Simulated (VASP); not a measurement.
# Co: single point with BLYP

Crystal: Co.

```xyz
1
Lattice="-1.4037 1.4037 1.4037 1.4037 -1.4037 1.4037 1.4037 1.4037 -1.4037" Properties=species:S:1:pos:R:3 pbc="T T T"
Co    0.0000    0.0000    0.0000
```

```yaml
Program: VASP 6.6.1
Task: single point
Functional: BLYP
Potentials_or_basis: VASP PAW PBE potentials, release 64 (Co)
Cutoff: 520 eV
k_mesh: 18 × 18 × 18
Occupations: fermi-dirac, width 0.1 eV
Spin: no spin polarisation
Dipole_correction: no
Further_INCAR_settings: ALGO = Normal; EDIFF = 1e-06; NBANDS = 10
```

- Pressure: -0.2 GPa

Levels at points of the mesh, in eV from the Fermi level:
| k point | band 1 | band 2 | band 3 | band 4 | band 5 | band 6 | band 7 | band 8 | band 9 | band 10 |
| --- | --- | --- | --- | --- | --- | --- | --- | --- | --- | --- |
| (0.00, 0.00, 0.00) | -8.44 | -1.72 | -1.72 | -1.72 | -0.27 | -0.27 | 25.93 | 25.93 | 25.93 | 31.25 |
| (0.50, 0.00, 0.00) | -4.31 | -2.75 | -0.31 | -0.09 | 0.68 | 0.85 | 7.39 | 19.00 | 20.28 | 24.19 |
| (0.50, 0.50, 0.50) | -3.96 | -3.96 | 0.59 | 0.59 | 0.59 | 10.08 | 10.08 | 10.08 | 16.32 | 16.32 |

Wall time 12 s on 1 thread of Intel Xeon 6975P-C, with other jobs on the host, peak memory 0.13 GiB.

Caveat: the PAW data sets were made with another functional, which shifts forces and pressure a little; the run has no spin polarisation, though such a crystal can be magnetic. Spin polarisation is off, so any magnetic state and its effect on volume and gap are missing.
